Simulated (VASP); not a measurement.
The system is GaSe5.

```
Ga Se
1.0
     3.57767    0.00000    0.00000
    -1.78883    3.09835    0.00000
     0.00000    0.00000   18.07898
Ga Se
1 5
Direct
  0.00000 0.00000 0.00000
  0.66667 0.33333 0.83495
  0.00000 0.00000 0.66732
  0.66667 0.33333 0.50000
  0.00000 0.00000 0.33268
  0.66667 0.33333 0.16505
```

The cell was generated, and may not be a known phase.

| Quantity | Value |
| --- | --- |
| Program | VASP 6.6.1 |
| Task | relaxation of cell and atoms |
| Functional | PBE |
| Potentials or basis | VASP PAW PBE potentials, release 64 (Ga_d, Se) |
| Cutoff | 600 eV |
| k mesh | 6 × 6 × 1 |
| Occupations | gaussian, width 0.1 eV |
| Spin | no spin polarisation |

At the start: pressure -8.9 GPa; volume 33.40 Å³/atom.

Problem. How do energy, volume and symmetry change on relaxing?

Solution. Over 44 steps the energy falls by 981.2 meV/atom and the volume is 22.87 Å³/atom (-31.5 %); space group P-6m2 (No. 187, to 0.1 Å) before and after.

The path:
```
step  energy change (eV)  largest force (eV/Å)  pressure (GPa)  volume (Å³)
   1              0.0000                0.4480           -8.92       200.40
   3             -3.4630                0.5271           -1.52       127.79
   5             -3.4824                0.4974            0.07       124.15
   7             -3.7944                0.5768            0.28       122.96
   9             -3.3459                4.7726           22.16       113.99
  11             -4.3963                1.1613           11.80       116.93
  13             -4.4198                1.1370           10.67       117.43
  15             -4.4629                1.2066           11.30       117.79
  17             -4.4714                1.4610           11.66       117.99
  19             -4.5698                1.4241           10.72       119.25
  21             -4.9179                1.2889            7.03       124.99
  23             -5.4224                1.2401           -2.18       149.50
  25             -5.4781                1.1542           -1.49       147.08
  27             -5.7287                0.6242            0.11       146.35
  29             -5.7513                0.4554           -0.33       146.73
  31             -5.7852                0.1914           -0.99       145.79
  33             -5.7972                0.3935           -0.14       142.42
  35             -5.8448                0.2993            0.71       138.09
  37             -5.8555                0.2988            1.48       135.48
  39             -5.8828                0.1401            0.31       136.20
  41             -5.8844                0.1007            0.12       136.45
  43             -5.8853                0.0632           -0.34       137.84
  44             -5.8870                0.0146           -0.15       137.23
```

Final structure:
```
Ga Se
1.0
     3.69515    0.00000    0.00000
    -1.84758    3.20010    0.00000
     0.00000    0.00000   11.60501
Ga Se
1 5
Cartesian
  0.0000 0.0000 0.0000
  1.8476 1.0667 10.0386
  0.0000 0.0000 7.5851
  1.8476 1.0667 5.8025
  0.0000 0.0000 4.0199
  1.8476 1.0667 1.5664
```

Caveat: the volume moved by over 15 % at a fixed basis, so the end points are rough; an odd number of electrons without spin polarisation forces a metal; a magnetic or distorted state may lie lower.
